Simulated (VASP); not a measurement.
# K3RuW (P4/mmm) in VASP: single point with PBE

Aim: the single point of K3RuW with PBE.

Program: VASP 6.6.1. These are calculated values, not measurements. Logs are shortened: lines on timing, memory, paths and dates and some standing lists are left out, and cuts for length are marked.

### Step 1. The cell of the first run

Symmetry: P4/mmm, No. 123, tetragonal system. Conventional cell: a = 5.889 Å, b = 5.889 Å, c = 5.606 Å, α = 90.00°, β = 90.00°, γ = 90.00°. K (site symmetry mmm) has 2 Ru at 2.94 Å within 3.9 Å. Within 3.7 Å of K (site symmetry 4/mmm) lie 2 Ru at 2.80 Å. Within 3.7 Å of Ru (site symmetry 4/mmm) lie 6 K at 2.80 to 2.94 Å. Within 5.3 Å of W (site symmetry 4/mmm) lie 12 K at 4.07 to 4.16 Å and 8 Ru at 5.02 Å.

The cell was generated, and may not be a known phase.

### Step 2. Single point, PBE

INCAR

```
SYSTEM = K3RuW
PREC = Accurate
ENCUT = 500
EDIFF = 1E-6
ISMEAR = 0
SIGMA = 0.2
LREAL = .FALSE.
LASPH = .TRUE.
NELM = 120
ALGO = Normal
ISIF = 2
LWAVE = .FALSE.
LCHARG = .FALSE.
GGA = PE
NBANDS = 36
GGA_COMPAT = .FALSE.
```

KPOINTS

```
regular mesh
0
G
  3 3 3
  0 0 0
```

POSCAR

```
K3RuW
1.0
    5.8886664521      0.0000000000      0.0000000000
    0.0000000000      5.8886664521      0.0000000000
    0.0000000000      0.0000000000      5.6057278346
K Ru W
3 1 1
Direct
    0.0000000000      0.5000000000      0.5000000000
    0.5000000000      0.0000000000      0.5000000000
    0.5000000000      0.5000000000      0.0000000000
    0.5000000000      0.5000000000      0.5000000000
    0.0000000000      0.0000000000      0.0000000000
```

Potentials or basis: VASP PAW PBE potentials, release 64 (K_sv, Ru_pv, W_sv).

Command:

```bash
$ cat potpaw_PBE.64/K_sv/POTCAR potpaw_PBE.64/Ru_pv/POTCAR potpaw_PBE.64/W_sv/POTCAR > POTCAR
$ mpirun -np 1 vasp_std > vasp.out
```

OUTCAR:

```text
SYSTEM = K3RuW
   PREC = Accurate
   ENCUT = 500
   EDIFF = 1E-6
   ISMEAR = 0
   LREAL = .FALSE.
   LASPH = .TRUE.
   NELM = 120
   ISIF = 2
   GGA = PE

 ion  position               nearest neighbor table
   1  0.000  0.500  0.500-   4 2.94   4 2.94
   2  0.500  0.000  0.500-   4 2.94   4 2.94
   3  0.500  0.500  0.000-   4 2.80   4 2.80
   4  0.500  0.500  0.500-   3 2.80   3 2.80   1 2.94   2 2.94   2 2.94   1 2.94
   5  0.000  0.000  0.000-

  LATTYP: Found a simple tetragonal cell.
 ALAT       =     5.8886664521
 C/A-ratio  =     0.9519520048

  Lattice vectors:

 A1 = (   5.8886664521,   0.0000000000,   0.0000000000)
 A2 = (   0.0000000000,   5.8886664521,   0.0000000000)
 A3 = (   0.0000000000,   0.0000000000,   5.6057278346)

Analysis of symmetry for initial positions (statically):
=====================================================================
 Subroutine PRICEL returns:
 Original cell was already a primitive cell.

 Routine SETGRP: Setting up the symmetry group for a
 simple tetragonal supercell.

 Subroutine GETGRP returns: Found 16 space group operations
 (whereof 16 operations were pure point group operations)
 out of a pool of 16 trial point group operations.

The static configuration has the point symmetry D_4h.

Analysis of symmetry for dynamics (positions and initial velocities):
=====================================================================
 Subroutine PRICEL returns:
 Original cell was already a primitive cell.

 Routine SETGRP: Setting up the symmetry group for a
 simple tetragonal supercell.

 Subroutine GETGRP returns: Found 16 space group operations
 (whereof 16 operations were pure point group operations)
 out of a pool of 16 trial point group operations.

The dynamic configuration has the point symmetry D_4h.

 Subroutine INISYM returns: Found 16 space group operations
 (whereof 16 operations are pure point group operations),
 and found     1 'primitive' translations

----------------------------------------------------------------------------------------

                                     Primitive cell

  volume of cell :     194.3864

  direct lattice vectors                    reciprocal lattice vectors
     5.888666452  0.000000000  0.000000000     0.169817735  0.000000000  0.000000000
     0.000000000  5.888666452  0.000000000     0.000000000  0.169817735  0.000000000
     0.000000000  0.000000000  5.605727835     0.000000000  0.000000000  0.178388967

  length of vectors
     5.888666452  5.888666452  5.605727835     0.169817735  0.169817735  0.178388967

  position of ions in fractional coordinates (direct lattice)
     0.000000000  0.500000000  0.500000000
     0.500000000  0.000000000  0.500000000
     0.500000000  0.500000000  0.000000000
     0.500000000  0.500000000  0.500000000
     0.000000000  0.000000000  0.000000000

  ion indices of the primitive-cell ions
   primitive index   ion index
                 1           1
                 2           2
                 3           3
                 4           4
                 5           5

----------------------------------------------------------------------------------------

 KPOINTS: regular mesh

Automatic generation of k-mesh.
 Grid dimensions read from file:
 generate k-points for:    3    3    3

 Generating k-lattice:

  Cartesian coordinates                     Fractional coordinates (reciprocal lattice)
     0.056605912  0.000000000  0.000000000     0.333333333  0.000000000  0.000000000
     0.000000000  0.056605912  0.000000000     0.000000000  0.333333333  0.000000000
     0.000000000  0.000000000  0.059462989     0.000000000  0.000000000  0.333333333

  Length of vectors
     0.056605912  0.056605912  0.059462989

  Shift w.r.t. Gamma in fractional coordinates (k-lattice)
     0.000000000  0.000000000  0.000000000

 Subroutine IBZKPT returns following result:
 ===========================================

 Found      6 irreducible k-points:

 Following reciprocal coordinates:
            Coordinates               Weight
  0.000000  0.000000  0.000000      1.000000
  0.333333  0.000000  0.000000      4.000000
  0.333333  0.333333  0.000000      4.000000
  0.000000  0.000000  0.333333      2.000000
  0.333333  0.000000  0.333333      8.000000
  0.333333  0.333333  0.333333      8.000000
   k-points           NKPTS =      6   k-points in BZ     NKDIM =      6   number of bands    NBANDS=     36
   number of dos      NEDOS =    301   number of ions     NIONS =      5
   total plane-waves  NPLWV =  96768
   dimension x,y,z NGX =    48 NGY =   48 NGZ =   42
   dimension x,y,z NGXF=    96 NGYF=   96 NGZF=   84
   ions per type =               3   1   1
   NGX,Y,Z   is equivalent  to a cutoff of  13.55, 13.55, 12.46 a.u.
   NGXF,Y,Z  is equivalent  to a cutoff of  27.10, 27.10, 24.91 a.u.
 SYSTEM =  K3RuW
   PREC   = accura    normal or accurate (medium, high low for compatibility)
   ISTART =      0    job   : 0-new  1-cont  2-samecut
   ICHARG =      2    charge: 1-file 2-atom 10-const
   ISPIN  =      1    spin polarized calculation?
   LNONCOLLINEAR =      F non collinear calculations
   LSORBIT =      F    spin-orbit coupling
   LASPH  =      T    aspherical Exc in radial PAW
   ENCUT  =  500.0 eV  36.75 Ry    6.06 a.u.  10.74 10.74 10.22*2*pi/ulx,y,z
   NELM   =    120;   NELMIN=  2; NELMDL= -5     # of ELM steps
   EDIFF  = 0.1E-05   stopping-criterion for ELM
   LREAL  =      F    real-space projection
   EDIFFG = 0.1E-04   stopping-criterion for IOM
   NSW    =      0    number of steps for IOM
   IBRION =     -1    ionic relax: 0-MD 1-quasi-New 2-CG
   NFREE  =      0    steps in history (QN), initial steepest desc. (CG)
   ISIF   =      2    stress and relaxation
   ISYM   =      2    0-nonsym 1-usesym 2-fastsym
   POTIM  = 0.5000    time-step for ionic-motion
   TEBEG  =    0.0;   TEEND  =   0.0 temperature during run
   PSTRESS=    0.0 pullay stress
   NELECT =      55.0000    total number of electrons
   NUPDOWN=      -1.0000    fix difference up-down
   EMIN   =  10.00;   EMAX   =-10.00  energy-range for DOS
   EFERMI =   0.00;   METHOD = LEGACY
   ISMEAR =     0;   SIGMA  =   0.20  broadening in eV -4-tet -1-fermi 0-gaus
   EFERMI_NEDOS =   21; number of points for ismear=-14 and -15
   IALGO  =     38    algorithm
   IMIX   =      4    mixing-type and parameters
     AMIX     =   0.40;   BMIX     =  1.00
     AMIX_MAG =   1.60;   BMIX_MAG =  1.00
  volume/ion in A,a.u.               =      38.88       262.36
  Fermi-wavevector in a.u.,A,eV,Ry     =   1.074749  2.030981 15.715894  1.155086
  Thomas-Fermi vector in A             =   2.210586
   LORBIT       =      0    0 simple, 1 ext, 2 COOP (PROOUT), +10 PAW based schemes
   GGA     = PE    functional components
   LHFCALC =     F    Hartree Fock is set to
   AEXX    =    0.0000 exact exchange contribution
   IVDW    =     0    specifies the selected vdW correction
   LEPSILON=     F    determine dielectric tensor
   LRPA    =     F    only Hartree local field effects (RPA)
 non-spin polarized calculation
 Gauss-broadening in eV      SIGMA  =   0.20
  energy-cutoff  :      500.00
  volume of cell :      194.39
 maximum number of plane-waves:      4957
 NGX is ok and might be reduce to    48
   NGX = 21   NGY = 21   NGZ = 21

 number of electron      55.0000004 magnetization

 Free energy of the ion-electron system (eV)
  ---------------------------------------------------
  ext. energy  EPLUGINS =         0.00000000
  ---------------------------------------------------
  free energy    TOTEN  =       -11.95636217 eV

  energy without entropy =      -11.44875660  energy(sigma->0) =      -11.70255938

 E-fermi :   1.0342     XC(G=0):  -7.7602

 val. band max:        1.0317161023   @ k =   0.3333   0.3333   0.3333
 cond. band min:       1.0353458019   @ k =   0.3333   0.0000   0.0000
 fundamental gap:      0.0036296996
 Fermi energy:         1.0342002683

 k-point     1 :       0.0000    0.0000    0.0000
  band No.  band energies     occupation
      1     -73.0961      2.00000
      2     -39.8029      2.00000
      3     -39.7647      2.00000
      4     -39.7647      2.00000
      5     -37.2625      2.00000
      6     -37.2534      2.00000
[... 28 lines left out ...]
     35       5.0092      0.00000
     36       5.1710      0.00000

 k-point     2 :       0.3333    0.0000    0.0000
  band No.  band energies     occupation
      1     -73.0961      2.00000
      2     -39.8029      2.00000
      3     -39.7649      2.00000
      4     -39.7647      2.00000
      5     -37.2625      2.00000
      6     -37.2534      2.00000
[... 28 lines left out ...]
     35       4.7394      0.00000
     36       5.1155      0.00000

 k-point     3 :       0.3333    0.3333    0.0000
  band No.  band energies     occupation
      1     -73.0961      2.00000
      2     -39.8029      2.00000
      3     -39.7649      2.00000
      4     -39.7649      2.00000
      5     -37.2625      2.00000
      6     -37.2534      2.00000
[... 28 lines left out ...]
     35       4.5260      0.00000
     36       4.8132      0.00000

 k-point     4 :       0.0000    0.0000    0.3333
  band No.  band energies     occupation
      1     -73.0961      2.00000
      2     -39.8035      2.00000
      3     -39.7647      2.00000
      4     -39.7647      2.00000
      5     -37.2625      2.00000
      6     -37.2533      2.00000
[... 28 lines left out ...]
     35       4.8974      0.00000
     36       5.1056      0.00000

 k-point     5 :       0.3333    0.0000    0.3333
  band No.  band energies     occupation
      1     -73.0961      2.00000
      2     -39.8035      2.00000
      3     -39.7649      2.00000
      4     -39.7647      2.00000
      5     -37.2625      2.00000
      6     -37.2534      2.00000
[... 28 lines left out ...]
     35       4.4817      0.00000
     36       4.5112      0.00000

 k-point     6 :       0.3333    0.3333    0.3333
  band No.  band energies     occupation
      1     -73.0961      2.00000
      2     -39.8035      2.00000
      3     -39.7649      2.00000
      4     -39.7649      2.00000
      5     -37.2625      2.00000
      6     -37.2534      2.00000
[... 28 lines left out ...]
     35       4.1525      0.00000
     36       4.1533      0.00000

------------------------ aborting loop because EDIFF is reached ----------------------------------------

  FORCE on cell =-STRESS in cart. coord.  units (eV):
  Direction    XX          YY          ZZ          XY          YZ          ZX
  --------------------------------------------------------------------------------------
  -------------------------------------------------------------------------------------
  Total        0.1261106      0.1261106      0.7346736      0.0000000      0.0000000     -0.0000000
  in kB        1.0394320      1.0394320      6.0553480      0.0000000      0.0000000     -0.0000000
  external PRESSURE =       2.7114040 kB  Pullay stress =       0.0000000 kB

 VOLUME and BASIS-vectors are now :
 -----------------------------------------------------------------------------
  energy-cutoff  :      500.00
  volume of cell :      194.39
      direct lattice vectors                 reciprocal lattice vectors
     5.888666452  0.000000000  0.000000000     0.169817735  0.000000000  0.000000000
     0.000000000  5.888666452  0.000000000     0.000000000  0.169817735  0.000000000
     0.000000000  0.000000000  5.605727835     0.000000000  0.000000000  0.178388967

 POSITION                                       TOTAL-FORCE (eV/Angst)
 -----------------------------------------------------------------------------------
      0.00000      2.94433      2.80286         0.000000      0.000000      0.000000
      2.94433      0.00000      2.80286         0.000000      0.000000      0.000000
      2.94433      2.94433      0.00000         0.000000      0.000000      0.000000
      2.94433      2.94433      2.80286         0.000000      0.000000      0.000000
      0.00000      0.00000      0.00000         0.000000      0.000000      0.000000
 -----------------------------------------------------------------------------------
    total drift:                                0.000000     -0.000000     -0.000000

  FREE ENERGIE OF THE ION-ELECTRON SYSTEM (eV)
  ---------------------------------------------------
  free  energy   TOTEN  =       -11.9563621718 eV

  energy  without entropy=      -11.4487565965  energy(sigma->0) =      -11.70255938
```

Wall time 47 s (1 thread of Intel Xeon 6975P-C (Granite Rapids), shared host); peak memory 0.31 GiB.

What came out:

```
Free energy            : -11.9564 eV
Pressure               : 0.3 GPa
Band gap on the k mesh : zero (an odd number of electrons rules out a gap without spin polarisation)
```

Stress tensor (GPa, compression positive):
```
0.10 0.00 0.00
0.00 0.10 0.00
0.00 0.00 0.61
```

Caveat: the k points lie up to 0.37 Å⁻¹ apart, too coarse for converged energies and pressures of a metal; spin-orbit coupling is left out, which moves the levels of the heavy elements.
